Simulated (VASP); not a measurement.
# S in VASP: further runs

The runs below take S through single point, with PBE.

All numbers are computed with VASP 6.6.1; they aren't measurements. Logs are shortened: lines on timing, memory, paths and dates and some standing lists are left out, and cuts for length are marked.

### Step 1. The cell of the first run

The structure is cubic, space group Fd-3m (No. 227). The conventional cell has a = 5.540 Å, b = 5.540 Å, c = 5.540 Å, α = 90.00°, β = 90.00°, γ = 90.00°. S (site symmetry -43m) has 4 S at 2.40 Å within 3.2 Å.

This isn't the form of S at room conditions, which is orthorhombic, of S8 rings.

### Step 2. Single point, PBE

Input file INCAR:

```
PREC = Accurate
ENCUT = 520
EDIFF = 1E-7
ISMEAR = -1
SIGMA = 0.05
LREAL = False
LASPH = True
NELM = 100
ALGO = Normal
ISIF = 2
LWAVE = False
LCHARG = True
GGA = PE
LELF = True
LVHAR = True
NBANDS = 13
```

Input file KPOINTS:

```
Automatic mesh
0
Gamma
  9 9 9
```

Input file POSCAR:

```
S
1.0
    0.0000000000      2.7698291284      2.7698291284
    2.7698291284      0.0000000000      2.7698291284
    2.7698291284      2.7698291284      0.0000000000
S
2
Direct
   -0.1250000000     -0.1250000000     -0.1250000000
    0.1250000000      0.1250000000      0.1250000000
```

Potentials or basis: VASP PAW PBE potentials, release 64 (S).

The run is started by

```
$ cat potpaw_PBE.64/S/POTCAR > POTCAR
$ mpirun -np 1 vasp_std > vasp.out
```

OUTCAR:

```text
PREC = Accurate
   ENCUT = 520
   EDIFF = 1E-7
   ISMEAR = -1
   LREAL = False
   LASPH = True
   NELM = 100
   ISIF = 2
   GGA = PE

 ion  position               nearest neighbor table
   1  0.875  0.875  0.875-   2 2.40   2 2.40   2 2.40   2 2.40
   2  0.125  0.125  0.125-   1 2.40   1 2.40   1 2.40   1 2.40

  LATTYP: Found a face centered cubic cell.
 ALAT       =     5.5396582568

  Lattice vectors:

 A1 = (   0.0000000000,   2.7698291284,   2.7698291284)
 A2 = (   2.7698291284,   0.0000000000,   2.7698291284)
 A3 = (   2.7698291284,   2.7698291284,   0.0000000000)

Analysis of symmetry for initial positions (statically):
=====================================================================
 Subroutine PRICEL returns:
 Original cell was already a primitive cell.

 Routine SETGRP: Setting up the symmetry group for a
 face centered cubic supercell.

 Subroutine GETGRP returns: Found 48 space group operations
 (whereof 12 operations were pure point group operations)
 out of a pool of 48 trial point group operations.

The static configuration has the point symmetry D_3d.
 The point group associated with its full space group is O_h .

Analysis of symmetry for dynamics (positions and initial velocities):
=====================================================================
 Subroutine PRICEL returns:
 Original cell was already a primitive cell.

 Routine SETGRP: Setting up the symmetry group for a
 face centered cubic supercell.

 Subroutine GETGRP returns: Found 48 space group operations
 (whereof 12 operations were pure point group operations)
 out of a pool of 48 trial point group operations.

The dynamic configuration has the point symmetry D_3d.
 The point group associated with its full space group is O_h .

 Subroutine INISYM returns: Found 48 space group operations
 (whereof 12 operations are pure point group operations),
 and found     1 'primitive' translations

----------------------------------------------------------------------------------------

                                     Primitive cell

  volume of cell :      42.5000

  direct lattice vectors                    reciprocal lattice vectors
     0.000000000  2.769829128  2.769829128    -0.180516551  0.180516551  0.180516551
     2.769829128  0.000000000  2.769829128     0.180516551 -0.180516551  0.180516551
     2.769829128  2.769829128  0.000000000     0.180516551  0.180516551 -0.180516551

  length of vectors
     3.917129919  3.917129919  3.917129919     0.312663837  0.312663837  0.312663837

  position of ions in fractional coordinates (direct lattice)
     0.875000000  0.875000000  0.875000000
     0.125000000  0.125000000  0.125000000

  ion indices of the primitive-cell ions
   primitive index   ion index
                 1           1
                 2           2

----------------------------------------------------------------------------------------

 KPOINTS: Automatic mesh

Automatic generation of k-mesh.
 Grid dimensions read from file:
 generate k-points for:    9    9    9

 Generating k-lattice:

  Cartesian coordinates                     Fractional coordinates (reciprocal lattice)
    -0.020057395  0.020057395  0.020057395     0.111111111  0.000000000  0.000000000
     0.020057395 -0.020057395  0.020057395     0.000000000  0.111111111  0.000000000
     0.020057395  0.020057395 -0.020057395     0.000000000  0.000000000  0.111111111

  Length of vectors
     0.034740426  0.034740426  0.034740426

  Shift w.r.t. Gamma in fractional coordinates (k-lattice)
     0.000000000  0.000000000  0.000000000

 Subroutine IBZKPT returns following result:
 ===========================================

 Found     35 irreducible k-points:

 Following reciprocal coordinates:
            Coordinates               Weight
  0.000000  0.000000  0.000000      1.000000
  0.111111  0.000000  0.000000      8.000000
  0.222222  0.000000  0.000000      8.000000
  0.333333  0.000000  0.000000      8.000000
  0.444444  0.000000  0.000000      8.000000
  0.111111  0.111111  0.000000      6.000000
[... 16 lines left out ...]
 -0.333333  0.333333  0.000000     12.000000
  0.444444  0.444444  0.000000      6.000000
 [... further k-points ...]
   k-points           NKPTS =     35   k-points in BZ     NKDIM =     35   number of bands    NBANDS=     13
   number of dos      NEDOS =    301   number of ions     NIONS =      2
   total plane-waves  NPLWV =  27000
   dimension x,y,z NGX =    30 NGY =   30 NGZ =   30
   dimension x,y,z NGXF=    60 NGYF=   60 NGZF=   60
   ions per type =               2
   NGX,Y,Z   is equivalent  to a cutoff of  12.73, 12.73, 12.73 a.u.
   NGXF,Y,Z  is equivalent  to a cutoff of  25.46, 25.46, 25.46 a.u.
 SYSTEM =  unknown system
   PREC   = accura    normal or accurate (medium, high low for compatibility)
   ISTART =      0    job   : 0-new  1-cont  2-samecut
   ICHARG =      2    charge: 1-file 2-atom 10-const
   ISPIN  =      1    spin polarized calculation?
   LNONCOLLINEAR =      F non collinear calculations
   LSORBIT =      F    spin-orbit coupling
   LASPH  =      T    aspherical Exc in radial PAW
   ENCUT  =  520.0 eV  38.22 Ry    6.18 a.u.   7.28  7.28  7.28*2*pi/ulx,y,z
   NELM   =    100;   NELMIN=  2; NELMDL= -5     # of ELM steps
   EDIFF  = 0.1E-06   stopping-criterion for ELM
   LREAL  =      F    real-space projection
   EDIFFG = 0.1E-05   stopping-criterion for IOM
   NSW    =      0    number of steps for IOM
   IBRION =     -1    ionic relax: 0-MD 1-quasi-New 2-CG
   NFREE  =      0    steps in history (QN), initial steepest desc. (CG)
   ISIF   =      2    stress and relaxation
   ISYM   =      2    0-nonsym 1-usesym 2-fastsym
   POTIM  = 0.5000    time-step for ionic-motion
   TEBEG  =    0.0;   TEEND  =   0.0 temperature during run
   PSTRESS=    0.0 pullay stress
   NELECT =      12.0000    total number of electrons
   NUPDOWN=      -1.0000    fix difference up-down
   EMIN   =  10.00;   EMAX   =-10.00  energy-range for DOS
   EFERMI =   0.00;   METHOD = LEGACY
   ISMEAR =    -1;   SIGMA  =   0.05  broadening in eV -4-tet -1-fermi 0-gaus
   EFERMI_NEDOS =   21; number of points for ismear=-14 and -15
   IALGO  =     38    algorithm
   IMIX   =      4    mixing-type and parameters
     AMIX     =   0.40;   BMIX     =  1.00
     AMIX_MAG =   1.60;   BMIX_MAG =  1.00
  volume/ion in A,a.u.               =      21.25       143.40
  Fermi-wavevector in a.u.,A,eV,Ry     =   1.074003  2.029572 15.694089  1.153483
  Thomas-Fermi vector in A             =   2.209819
   LORBIT       =      0    0 simple, 1 ext, 2 COOP (PROOUT), +10 PAW based schemes
   GGA     = PE    functional components
   LHFCALC =     F    Hartree Fock is set to
   AEXX    =    0.0000 exact exchange contribution
   IVDW    =     0    specifies the selected vdW correction
   LEPSILON=     F    determine dielectric tensor
   LRPA    =     F    only Hartree local field effects (RPA)
 non-spin polarized calculation
  energy-cutoff  :      520.00
  volume of cell :       42.50
 maximum number of plane-waves:      1158
 NGX is ok and might be reduce to    30
   NGX = 15   NGY = 15   NGZ = 15

 number of electron      12.0000002 magnetization

 Free energy of the ion-electron system (eV)
  ---------------------------------------------------
  ext. energy  EPLUGINS =         0.00000000
  ---------------------------------------------------
  free energy    TOTEN  =        -6.12609708 eV

  energy without entropy =       -6.10687864  energy(sigma->0) =       -6.11648786

 E-fermi :   4.8823     XC(G=0):  -9.2974

 val. band max:        4.8590987436   @ k =  -0.4444   0.2222   0.0000
 cond. band min:       4.8950877805   @ k =   0.2222   0.0000   0.0000
 fundamental gap:      0.0359890369
 Fermi energy:         4.8822705318

 k-point     1 :       0.0000    0.0000    0.0000
  band No.  band energies     occupation
      1     -11.9159      2.00000
      2      -3.6358      2.00000
      3       0.5166      2.00000
      4       0.5166      2.00000
      5       0.5166      2.00000
      6       3.7331      2.00000
      7       3.7331      2.00000
      8       3.7331      2.00000
      9      10.5713      0.00000
     10      12.4429      0.00000
     11      12.4429      0.00000
     12      15.5201      0.00000
     13      15.5201      0.00000

 k-point     2 :       0.1111    0.0000    0.0000
  band No.  band energies     occupation
      1     -11.7988      2.00000
      2      -4.1359      2.00000
      3       0.3762      2.00000
      4       0.3762      2.00000
      5       0.6451      2.00000
      6       3.9479      2.00000
      7       3.9479      2.00000
      8       3.9968      2.00000
      9      11.0091      0.00000
     10      12.1505      0.00000
     11      12.1505      0.00000
     12      15.2160      0.00000
     13      16.2413      0.00000

 k-point     3 :       0.2222    0.0000    0.0000
  band No.  band energies     occupation
      1     -11.4629      2.00000
      2      -5.2230      2.00000
      3       0.0822      2.00000
      4       0.0822      2.00000
      5       0.6660      2.00000
      6       4.4087      1.99985
      7       4.4087      1.99985
      8       4.8951      0.87252
      9      11.8646      0.00000
     10      11.8941      0.00000
     11      11.8941      0.00000
     12      14.9858      0.00000
     13      17.5356      0.00000
[... 305 lines left out ...]
 k-point    23 :      -0.3333    0.3333    0.0000
  band No.  band energies     occupation
      1      -9.7324      2.00000
      2      -8.1004      2.00000
      3      -2.0442      2.00000
      4      -0.8753      2.00000
      5       2.5047      2.00000
      6       5.1565      0.00827
      7       6.3623      0.00000
      8       6.5905      0.00000
      9      10.0871      0.00000
     10      12.3393      0.00000
     11      13.3815      0.00000
     12      18.1721      0.00000
     13      18.2067      0.00000

 k-point    24 :       0.4444    0.4444    0.0000
  band No.  band energies     occupation
      1      -9.5434      2.00000
      2      -8.3381      2.00000
      3      -1.3195      2.00000
      4      -1.3195      2.00000
      5       2.6229      2.00000
      6       2.7286      2.00000
      7       7.5629      0.00000
      8       7.5629      0.00000
      9      11.1130      0.00000
     10      12.6164      0.00000
     11      15.1100      0.00000
     12      15.1100      0.00000
     13      15.9230      0.00000

 [... further k-points ...]

------------------------ aborting loop because EDIFF is reached ----------------------------------------

  FORCE on cell =-STRESS in cart. coord.  units (eV):
  Direction    XX          YY          ZZ          XY          YZ          ZX
  --------------------------------------------------------------------------------------
  -------------------------------------------------------------------------------------
  Total        1.9281451      1.9281451      1.9281451      0.0000000      0.0000000      0.0000000
  in kB       72.6877720     72.6877720     72.6877720      0.0000000      0.0000000      0.0000000
  external PRESSURE =      72.6877720 kB  Pullay stress =       0.0000000 kB

 VOLUME and BASIS-vectors are now :
 -----------------------------------------------------------------------------
  energy-cutoff  :      520.00
  volume of cell :       42.50
      direct lattice vectors                 reciprocal lattice vectors
     0.000000000  2.769829128  2.769829128    -0.180516551  0.180516551  0.180516551
     2.769829128  0.000000000  2.769829128     0.180516551 -0.180516551  0.180516551
     2.769829128  2.769829128  0.000000000     0.180516551  0.180516551 -0.180516551

 POSITION                                       TOTAL-FORCE (eV/Angst)
 -----------------------------------------------------------------------------------
      4.84720      4.84720      4.84720        -0.000000      0.000000     -0.000000
      0.69246      0.69246      0.69246         0.000000     -0.000000      0.000000
 -----------------------------------------------------------------------------------
    total drift:                               -0.000000      0.000000      0.000000

  FREE ENERGIE OF THE ION-ELECTRON SYSTEM (eV)
  ---------------------------------------------------
  free  energy   TOTEN  =        -6.1260970775 eV

  energy  without entropy=       -6.1068786363  energy(sigma->0) =       -6.11648786
```

It took 15 s on 1 thread of Intel Xeon Platinum 8488C (Sapphire Rapids), shared host; peak memory 0.16 GiB.

Results:

```
Free energy            : -6.1261 eV
Pressure               : 7.3 GPa
Band gap on the k mesh : zero (bands 6 and 7 overlap by 1.48 eV)
```

Caveat: the cell stands under pressure.

### Step 3. Single point, PBE (shortest bond scaled by 0.94)

Input file INCAR:

```
PREC     = Accurate       # precision mode
ENCUT    = 520            # plane-wave cutoff, eV
EDIFF    = 1E-6           # SCF threshold, eV
ISMEAR   = -1             # smearing method
SIGMA    = 0.05           # smearing width, eV
LREAL    = False          # projectors in reciprocal space
LASPH    = True           # aspherical terms in the spheres
NELM     = 80             # most SCF steps
ALGO     = Normal         # electronic algorithm
ISIF     = 2              # what is computed and relaxed
LWAVE    = False          # write WAVECAR
LCHARG   = False          # write CHGCAR
GGA      = PE             # functional
NBANDS   = 13             # bands
```

Input file KPOINTS:

```
regular mesh
0
Gamma
  9 9 9
```

Input file POSCAR:

```
S
1.0
    0.0000000000      2.7698291284      2.7698291284
    2.7698291284      0.0000000000      2.7698291284
    2.7698291284      2.7698291284      0.0000000000
S
2
Direct
   -0.1475000000     -0.1175000000     -0.1175000000
    0.1475000000      0.1175000000      0.1175000000
```

Potentials or basis: VASP PAW PBE potentials, release 64 (S).

The run is started by

```
$ cat potpaw_PBE.64/S/POTCAR > POTCAR
$ mpirun -np 1 vasp_std > vasp.out
```

Run time: 36 s. Hardware: 1 thread of Intel Xeon Platinum 8488C (Sapphire Rapids), shared host; peak memory 0.17 GiB.

It converged, with:

```yaml
Free_energy: -6.3352 eV
Pressure: 6.8 GPa
Largest_force: 2.547 eV/Å
Band_gap_on_the_k_mesh: zero (bands 6 and 7 overlap by 2.01 eV)
```

Forces on the atoms (eV/Å):
```
S    1.471 -1.471 -1.471
S   -1.471  1.471  1.471
```

Stress tensor (GPa, compression positive):
```
 6.78  4.79  4.79
 4.79  6.78 -4.79
 4.79 -4.79  6.78
```

Levels at points of the mesh, in eV from the Fermi level:
```
           k point  band 3  band 4  band 5  band 6  band 7  band 8  band 9  band 10
(0.00, 0.00, 0.00)   -5.25   -3.84   -3.84   -1.49   -1.49   -0.40    5.68     7.64
```

Caveat: the cell differs from its parent crystal (shortest bond scaled by 0.94); the cell stands under pressure; forces of over 1 eV/Å act on the atoms, so gaps and moduli don't describe the material at rest.
